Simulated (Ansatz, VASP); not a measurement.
## Ta: VASP beside Ansatz

File INCAR:

```
SYSTEM = Ta
  PREC = Accurate
  ENCUT = 520
  EDIFF = 1E-6
  ISMEAR = -1
  SIGMA = 0.08
  LREAL = .False.
  LASPH = .True.
  NELM = 100
  ALGO = Normal
  ISIF = 2
  LWAVE = .False.
  LCHARG = .False.
  GGA = PE
  NBANDS = 12
```

The input KPOINTS:

```
regular mesh
0
Gamma
  17 17 17
  0 0 0
```

Contents of POSCAR:

```
Ta
1.0
   -1.6347672000      1.6512800000      1.6512800000
    1.6512800000     -1.6347672000      1.6512800000
    1.6512800000      1.6512800000     -1.6347672000
Ta
1
Direct
    0.0000000000      0.0000000000      0.0000000000
```

Input for Ansatz:

```yaml
crystal:
  lattice:
    - [-1.6347672, 1.65128, 1.65128]
    - [1.65128, -1.6347672, 1.65128]
    - [1.65128, 1.65128, -1.6347672]
  atoms:
    - { symbol: Ta, position: [0.0, 0.0, 0.0] }
kpoints:
  mp_grid: { grid: [17, 17, 17] }
  band_path:
    path:
      - [0.0, 0.0, 0.0]
      - [0.0, 0.0, 0.5]
      - [-0.5, 0.5, 0.5]
      - [-0.7474684983, 0.2525315017, 0.2525315017]
      - [0.2525315017, 0.2525315017, 0.2525315017]
      - [0.0, 0.0, 0.0]
      - [-0.5, 0.0, 0.5]
    npoints: 5
scf:
  occupations: { method: fermi_dirac, width: 0.08 }
hamiltonian:
  xc: pbe
  pseudopotentials: { kind: all_electron, lapw: { basis_error: 0.0005 } }
output:
  forces: true
  stress: true
  eigenvalues: true
```

Change from the starting cell: equal xy, yz and zx shear strains of +1 %.

Alike in both runs: task single point; functional PBE; k mesh 17 × 17 × 17; occupations fermi-dirac, width 0.08 eV; no spin polarisation.

```csv
,VASP,Ansatz
version,VASP 6.6.1,Ansatz 0.2.0
potentials or method,"VASP PAW PBE potentials, release 64 (Ta_pv), cutoff 520 eV","all-electron LAPW, scalar-relativistic"
```

|  | VASP | Ansatz | Ansatz less VASP |
| --- | --- | --- | --- |
| pressure (GPa) | 3.3 | 3.1 | -0.17 |
| traceless stress, the component that is largest in VASP (GPa) | -0.81 | -0.80 | +0.006 |

Ansatz ran all-electron here, and VASP with PAW potentials.

Neither program's run includes spin-orbit coupling.
